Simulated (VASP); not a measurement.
# Hf (Pm-3m) in VASP: notebook

Hf is run at these levels: PBEsol+D3(BJ); tasks: single point.

All numbers are computed with VASP 6.6.1; they aren't measurements. Logs are shortened: lines on timing, memory, paths and dates and some standing lists are left out, and cuts for length are marked.

### 1 The cell of the first run

Symmetry: Pm-3m, No. 221, cubic system. Conventional cell: a = 2.814 Å, b = 2.814 Å, c = 2.814 Å, α = 90.00°, β = 90.00°, γ = 90.00°. Hf (site symmetry m-3m) has 6 Hf at 2.81 Å within 3.7 Å.

### 2 Single point, PBEsol+D3(BJ)

Input file INCAR:

```
  PREC = Accurate
  ENCUT = 520
  EDIFF = 1E-6
  ISMEAR = 0
  SIGMA = 0.1
  LREAL = F
  LASPH = T
  NELM = 60
  ALGO = Normal
  ISIF = 2
  LWAVE = F
  LCHARG = F
  GGA = PS
  IVDW = 12
  NBANDS = 11
```

Input file KPOINTS:

```
regular mesh
0
Gamma
  6 6 6
```

Input file POSCAR:

```
Hf
1.0
    2.8144076768      0.0000000000      0.0000000000
    0.0000000000      2.8144076768      0.0000000000
    0.0000000000      0.0000000000      2.8144076768
Hf
1
Direct
    0.0000000000      0.0000000000      0.0000000000
```

Potentials or basis: VASP PAW PBE potentials, release 64 (Hf_pv).

Command:

```console
> cat potpaw_PBE.64/Hf_pv/POTCAR > POTCAR
> mpirun -np 1 vasp_std > vasp.out
```

OUTCAR:

```text
PREC = Accurate
   ENCUT = 520
   EDIFF = 1E-6
   ISMEAR = 0
   LREAL = F
   LASPH = T
   NELM = 60
   ISIF = 2
   GGA = PS
   IVDW = 12
 IVDW          = 12

 ion  position               nearest neighbor table
   1  0.000  0.000  0.000-

  LATTYP: Found a simple cubic cell.
 ALAT       =     2.8144076768

  Lattice vectors:

 A1 = (   2.8144076768,   0.0000000000,   0.0000000000)
 A2 = (   0.0000000000,   2.8144076768,   0.0000000000)
 A3 = (   0.0000000000,   0.0000000000,   2.8144076768)

Analysis of symmetry for initial positions (statically):
=====================================================================
 Subroutine PRICEL returns:
 Original cell was already a primitive cell.

 Routine SETGRP: Setting up the symmetry group for a
 simple cubic supercell.

 Subroutine GETGRP returns: Found 48 space group operations
 (whereof 48 operations were pure point group operations)
 out of a pool of 48 trial point group operations.

The static configuration has the point symmetry O_h .

Analysis of symmetry for dynamics (positions and initial velocities):
=====================================================================
 Subroutine PRICEL returns:
 Original cell was already a primitive cell.

 Routine SETGRP: Setting up the symmetry group for a
 simple cubic supercell.

 Subroutine GETGRP returns: Found 48 space group operations
 (whereof 48 operations were pure point group operations)
 out of a pool of 48 trial point group operations.

The dynamic configuration has the point symmetry O_h .

 Subroutine INISYM returns: Found 48 space group operations
 (whereof 48 operations are pure point group operations),
 and found     1 'primitive' translations

----------------------------------------------------------------------------------------

                                     Primitive cell

  volume of cell :      22.2926

  direct lattice vectors                    reciprocal lattice vectors
     2.814407677  0.000000000  0.000000000     0.355314551  0.000000000  0.000000000
     0.000000000  2.814407677  0.000000000     0.000000000  0.355314551  0.000000000
     0.000000000  0.000000000  2.814407677     0.000000000  0.000000000  0.355314551

  length of vectors
     2.814407677  2.814407677  2.814407677     0.355314551  0.355314551  0.355314551

  position of ions in fractional coordinates (direct lattice)
     0.000000000  0.000000000  0.000000000

  ion indices of the primitive-cell ions
   primitive index   ion index
                 1           1

----------------------------------------------------------------------------------------

 KPOINTS: regular mesh

Automatic generation of k-mesh.
 Grid dimensions read from file:
 generate k-points for:    6    6    6

 Generating k-lattice:

  Cartesian coordinates                     Fractional coordinates (reciprocal lattice)
     0.059219092  0.000000000  0.000000000     0.166666667  0.000000000  0.000000000
     0.000000000  0.059219092  0.000000000     0.000000000  0.166666667  0.000000000
     0.000000000  0.000000000  0.059219092     0.000000000  0.000000000  0.166666667

  Length of vectors
     0.059219092  0.059219092  0.059219092

  Shift w.r.t. Gamma in fractional coordinates (k-lattice)
     0.000000000  0.000000000  0.000000000

 Subroutine IBZKPT returns following result:
 ===========================================

 Found     20 irreducible k-points:

 Following reciprocal coordinates:
            Coordinates               Weight
  0.000000  0.000000  0.000000      1.000000
  0.166667  0.000000  0.000000      6.000000
  0.333333  0.000000  0.000000      6.000000
  0.500000  0.000000  0.000000      3.000000
  0.166667  0.166667  0.000000     12.000000
  0.333333  0.166667  0.000000     24.000000
[... 12 lines left out ...]
  0.500000  0.500000  0.333333      6.000000
  0.500000  0.500000  0.500000      1.000000
   k-points           NKPTS =     20   k-points in BZ     NKDIM =     20   number of bands    NBANDS=     11
   number of dos      NEDOS =    301   number of ions     NIONS =      1
   total plane-waves  NPLWV =  13824
   dimension x,y,z NGX =    24 NGY =   24 NGZ =   24
   dimension x,y,z NGXF=    48 NGYF=   48 NGZF=   48
   ions per type =               1
   NGX,Y,Z   is equivalent  to a cutoff of  14.18, 14.18, 14.18 a.u.
   NGXF,Y,Z  is equivalent  to a cutoff of  28.35, 28.35, 28.35 a.u.
 SYSTEM =  unknown system
   PREC   = accura    normal or accurate (medium, high low for compatibility)
   ISTART =      0    job   : 0-new  1-cont  2-samecut
   ICHARG =      2    charge: 1-file 2-atom 10-const
   ISPIN  =      1    spin polarized calculation?
   LNONCOLLINEAR =      F non collinear calculations
   LSORBIT =      F    spin-orbit coupling
   LASPH  =      T    aspherical Exc in radial PAW
   ENCUT  =  520.0 eV  38.22 Ry    6.18 a.u.   5.23  5.23  5.23*2*pi/ulx,y,z
   NELM   =     60;   NELMIN=  2; NELMDL= -5     # of ELM steps
   EDIFF  = 0.1E-05   stopping-criterion for ELM
   LREAL  =      F    real-space projection
   EDIFFG = 0.1E-04   stopping-criterion for IOM
   NSW    =      0    number of steps for IOM
   IBRION =     -1    ionic relax: 0-MD 1-quasi-New 2-CG
   NFREE  =      0    steps in history (QN), initial steepest desc. (CG)
   ISIF   =      2    stress and relaxation
   ISYM   =      2    0-nonsym 1-usesym 2-fastsym
   POTIM  = 0.5000    time-step for ionic-motion
   TEBEG  =    0.0;   TEEND  =   0.0 temperature during run
   PSTRESS=    0.0 pullay stress
   NELECT =      10.0000    total number of electrons
   NUPDOWN=      -1.0000    fix difference up-down
   EMIN   =  10.00;   EMAX   =-10.00  energy-range for DOS
   EFERMI =   0.00;   METHOD = LEGACY
   ISMEAR =     0;   SIGMA  =   0.10  broadening in eV -4-tet -1-fermi 0-gaus
   EFERMI_NEDOS =   21; number of points for ismear=-14 and -15
   IALGO  =     38    algorithm
   IMIX   =      4    mixing-type and parameters
     AMIX     =   0.40;   BMIX     =  1.00
     AMIX_MAG =   1.60;   BMIX_MAG =  1.00
  volume/ion in A,a.u.               =      22.29       150.44
  Fermi-wavevector in a.u.,A,eV,Ry     =   1.253202  2.368209 21.368165  1.570516
  Thomas-Fermi vector in A             =   2.387066
   LORBIT       =      0    0 simple, 1 ext, 2 COOP (PROOUT), +10 PAW based schemes
   GGA     = PS    functional components
   LHFCALC =     F    Hartree Fock is set to
   AEXX    =    0.0000 exact exchange contribution
   IVDW    =    12    specifies the selected vdW correction
   LEPSILON=     F    determine dielectric tensor
   LRPA    =     F    only Hartree local field effects (RPA)
 non-spin polarized calculation
 Gauss-broadening in eV      SIGMA  =   0.10
  energy-cutoff  :      520.00
  volume of cell :       22.29
 maximum number of plane-waves:       624
 NGX is ok and might be reduce to    24
   NGX = 11   NGY = 11   NGZ = 11

 number of electron      10.0000000 magnetization

 Free energy of the ion-electron system (eV)
  ---------------------------------------------------
  ext. energy  EPLUGINS =         0.00000000
  ---------------------------------------------------
  free energy    TOTEN  =        -9.35617922 eV

  energy without entropy =       -9.34907502  energy(sigma->0) =       -9.35262712

 E-fermi :   4.3459     XC(G=0): -11.3153

 val. band max:        4.2751185143   @ k =   0.3333   0.3333   0.3333
 cond. band min:       4.4308185696   @ k =   0.5000   0.3333   0.1667
 fundamental gap:      0.1557000553
 Fermi energy:         4.3458924814

 k-point     1 :       0.0000    0.0000    0.0000
  band No.  band energies     occupation
      1     -25.2732      2.00000
      2     -25.2732      2.00000
      3     -25.2732      2.00000
      4      -2.4672      2.00000
      5       2.6383      2.00000
      6       2.6383      2.00000
      7      11.5454      0.00000
      8      11.5454      0.00000
      9      11.5454      0.00000
     10      17.6987      0.00000
     11      18.1499      0.00000

 k-point     2 :       0.1667    0.0000    0.0000
  band No.  band energies     occupation
      1     -25.6130      2.00000
      2     -25.2442      2.00000
      3     -25.2442      2.00000
      4      -1.7034      2.00000
      5       2.8654      2.00000
      6       3.4087      2.00000
      7      10.1478      0.00000
      8      10.1478      0.00000
      9      11.6507      0.00000
     10      15.4402      0.00000
     11      17.7129      0.00000

 k-point     3 :       0.3333    0.0000    0.0000
  band No.  band energies     occupation
      1     -26.2457      2.00000
      2     -25.1859      2.00000
      3     -25.1859      2.00000
      4      -0.0376      2.00000
      5       3.3716      2.00000
      6       4.6238      0.00008
      7       8.3060      0.00000
      8       8.3060      0.00000
      9      11.8697      0.00000
     10      13.7890      0.00000
     11      17.7129      0.00000

 k-point     4 :       0.5000    0.0000    0.0000
  band No.  band energies     occupation
      1     -26.5419      2.00000
      2     -25.1564      2.00000
      3     -25.1564      2.00000
      4       1.0989      2.00000
      5       3.6578      2.00000
      6       4.4460      0.15706
      7       7.5951      0.00000
      8       7.5951      0.00000
      9      11.9837      0.00000
     10      15.1440      0.00000
     11      17.4749      0.00000
[... 183 lines left out ...]
 k-point    18 :       0.5000    0.3333    0.3333
  band No.  band energies     occupation
      1     -26.2799      2.00000
      2     -25.9758      2.00000
      3     -25.9503      2.00000
      4       2.4207      2.00000
      5       3.5699      2.00000
      6       4.1206      1.99856
      7       9.1537      0.00000
      8       9.6087      0.00000
      9      13.7325      0.00000
     10      14.3428      0.00000
     11      15.8006      0.00000

 k-point    19 :       0.5000    0.5000    0.3333
  band No.  band energies     occupation
      1     -26.2369      2.00000
      2     -26.2369      2.00000
      3     -25.9242      2.00000
      4       2.1707      2.00000
      5       3.5046      2.00000
      6       3.5046      2.00000
      7       9.5216      0.00000
      8      12.7709      0.00000
      9      14.3587      0.00000
     10      14.7125      0.00000
     11      14.7125      0.00000

 k-point    20 :       0.5000    0.5000    0.5000
  band No.  band energies     occupation
      1     -26.1950      2.00000
      2     -26.1950      2.00000
      3     -26.1950      2.00000
      4       2.7187      2.00000
      5       2.7187      2.00000
      6       2.7187      2.00000
      7      11.2992      0.00000
      8      14.4361      0.00000
      9      14.4361      0.00000
     10      15.6287      0.00000
     11      15.6287      0.00000

------------------------ aborting loop because EDIFF is reached ----------------------------------------

 Edisp (eV)   -0.51403

 E8    (eV) :    -0.3882

  FORCE on cell =-STRESS in cart. coord.  units (eV):
  Direction    XX          YY          ZZ          XY          YZ          ZX
  --------------------------------------------------------------------------------------
  -------------------------------------------------------------------------------------
  Total      -0.12057    -0.12057    -0.12057    -0.00000    -0.00000     0.00000
  in kB      -8.66514    -8.66514    -8.66514    -0.00000    -0.00000     0.00000
  external pressure =       -8.67 kB  Pullay stress =        0.00 kB

 VOLUME and BASIS-vectors are now :
 -----------------------------------------------------------------------------
  energy-cutoff  :      520.00
  volume of cell :       22.29
      direct lattice vectors                 reciprocal lattice vectors
     2.814407677  0.000000000  0.000000000     0.355314551  0.000000000  0.000000000
     0.000000000  2.814407677  0.000000000     0.000000000  0.355314551  0.000000000
     0.000000000  0.000000000  2.814407677     0.000000000  0.000000000  0.355314551

 POSITION                                       TOTAL-FORCE (eV/Angst)
 -----------------------------------------------------------------------------------
      0.00000      0.00000      0.00000         0.000000      0.000000      0.000000
 -----------------------------------------------------------------------------------
    total drift:                                0.000000      0.000000      0.000000

  FREE ENERGIE OF THE ION-ELECTRON SYSTEM (eV)
  ---------------------------------------------------
  free  energy   TOTEN  =        -9.8702113817 eV

  energy  without entropy=       -9.8631071741  energy(sigma->0) =       -9.86665928
```

It took 2.2 s on 1 thread of Intel Xeon 6975P-C (Granite Rapids), shared host; peak memory 0.14 GiB.

What came out:

- Free energy: -9.8702 eV
- Pressure: -0.9 GPa
- Band gap on the k mesh: zero (band 5 reaches 5.29 eV, above the bottom of band 6 at 2.64 eV)
- Dispersion energy per atom: -0.514 eV

Caveat: the k points lie up to 0.37 Å⁻¹ apart; three body term missing; the PAW data sets were made with another functional, which shifts forces and pressure a little; spin-orbit coupling is left out, which moves the levels of the heavy elements; pairwise dispersion overbinds metals, which lowers pressure and volume.

(Part 1 of 2 ends here.)
